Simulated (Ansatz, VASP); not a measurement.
**SnGe2: VASP beside Ansatz**

```
CELL_PARAMETERS angstrom
5.72820 0.00000 -0.26640
0.00000 3.15668 0.00000
-1.54949 0.00000 7.53172
ATOMIC_POSITIONS crystal
Sn 0.30791 0.25000 0.09590
Sn 0.69209 0.75000 0.90410
Ge 0.33025 0.75000 0.56857
Ge 0.03145 0.25000 0.72244
Ge 0.66975 0.25000 0.43143
Ge 0.96855 0.75000 0.27756
```

Change from the starting cell: the structure that the rattled cell fell into.

Alike in both runs: functional PBE; k mesh 4 × 6 × 2; occupations gaussian, width 0.1 eV; no spin polarisation.

Ansatz relaxed the structure, and its values are those at the end. VASP's run is a single point on that final structure, the one shown.

|  | VASP | Ansatz |
| --- | --- | --- |
| version | VASP 6.6.1 | Ansatz 0.2.0 |
| potentials or method | VASP PAW PBE potentials, release 64 (Sn_d, Ge_d), cutoff 520 eV | scalar-relativistic, plane waves, PAW |
| valence electrons in the cell | 84 | 84 |

```tsv
	VASP	Ansatz	Ansatz less VASP
gap on the k mesh at the Fermi level (eV)	none	none	-
pressure (GPa)	-0.1	0.0	+0.04
rms of the force components (eV/Å)	0.004	0.003	-0.0003
```

A gap of «none» marks a metal or a gap that the smearing closes. With one functional, cell and mesh, what is left measures potentials, basis and numerics.

The k mesh is coarse, so the values compare programs but aren't converged.
